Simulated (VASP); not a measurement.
Here is a VASP 6.6.1 calculation.

INCAR

```
  PREC = Accurate
  ENCUT = 500
  EDIFF = 1E-6
  ISMEAR = 0
  SIGMA = 0.1
  LREAL = F
  LASPH = T
  NELM = 120
  ALGO = Normal
  ISIF = 2
  LWAVE = F
  LCHARG = F
  GGA = PE
  NBANDS = 12
  GGA_COMPAT = F
```

File KPOINTS:

```
Automatic mesh
0
Gamma
  6 6 6
```

POSCAR

```
Au
1.0
    2.7324113717      0.0000000000      0.0000000000
    0.0000000000      2.7324113717      0.0000000000
    0.0000000000      0.0000000000      2.7324113717
Au
1
Direct
    0.5000000000      0.5000000000      0.5000000000
```

Potentials or basis: VASP PAW PBE potentials, release 64 (Au).

Run with:

```sh
$ cat potpaw_PBE.64/Au/POTCAR > POTCAR
$ mpirun -np 1 vasp_std > vasp.out
```

Estimate the pressure.

-0.1 GPa.

Caveat: the k points lie up to 0.38 Å⁻¹ apart.
